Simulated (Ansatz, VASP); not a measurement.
# NiSb: VASP beside Ansatz

INCAR

```
SYSTEM = NiSb
PREC = Accurate ; ENCUT = 520
EDIFF = 1E-6 ; ISMEAR = 0
SIGMA = 0.1 ; LREAL = .False.
LASPH = .True. ; NELM = 60
ALGO = Normal ; ISIF = 2
LWAVE = .False. ; LCHARG = .True.
GGA = PS ; LELF = .True.
LVHAR = .True. ; NBANDS = 23
```

The input KPOINTS:

```
regular mesh
0
Gamma
  12 12 8
  0 0 0
```

The input POSCAR:

```
NiSb
1.0
    3.9280000000      0.0000000000      0.0000000000
   -1.9640000000      3.4017477861      0.0000000000
    0.0000000000      0.0000000000      5.1200000000
Ni Sb
2 2
Direct
    0.0000000000      0.0000000000      0.0000000000
    0.0000000000      0.0000000000      0.5000000000
    0.3333333333      0.6666666667      0.2500000000
    0.6666666667      0.3333333333      0.7500000000
```

Input for Ansatz:

```yaml
crystal:
  lattice:
    - [3.928, 0.0, 0.0]
    - [-1.964, 3.4017477861, 0.0]
    - [0.0, 0.0, 5.12]
  atoms:
    - { symbol: Ni, position: [0.0, 0.0, 0.0] }
    - { symbol: Ni, position: [0.0, 0.0, 0.5] }
    - { symbol: Sb, position: [0.3333333333, 0.6666666667, 0.25] }
    - { symbol: Sb, position: [0.6666666667, 0.3333333333, 0.75] }
basis:
  ecutwfc: 420
kpoints:
  mp_grid: { grid: [12, 12, 8] }
hamiltonian:
  xc: pbesol
scf:
  occupations: { method: gaussian, width: 0.1 }
output:
  forces: true
  stress: true
  eigenvalues: true
  populations: true
  write_density: true
  write_potential: true
  elf: true
  volumetric_format: npy
```

Alike in both runs: task single point; functional PBEsol; k mesh 12 × 12 × 8; occupations gaussian, width 0.1 eV; no spin polarisation.

```csv
,VASP,Ansatz
version,VASP 6.6.1,Ansatz 0.2.0
potentials or method,"VASP PAW PBE potentials, release 64 (Ni, Sb), cutoff 520 eV","scalar-relativistic, plane waves, PAW"
valence electrons in the cell,30,66
```

Ansatz gave:

* gap on the k mesh at the Fermi level (eV): none
* pressure (GPa): -2.0
* traceless stress, the component that is largest in VASP (GPa): -0.52

What did VASP give for the same quantities?

gap on the k mesh at the Fermi level (eV): none; pressure (GPa): -1.9; traceless stress, the component that is largest in VASP (GPa): -0.45.

VASP's potentials were made for PBE, not for PBEsol. A gap of «none» marks a metal or a gap that the smearing closes. VASP's potentials hold 30 valence electrons a cell and Ansatz's 66, so a difference there can come from the potentials and not from the codes.

Neither program's run includes spin-orbit coupling.
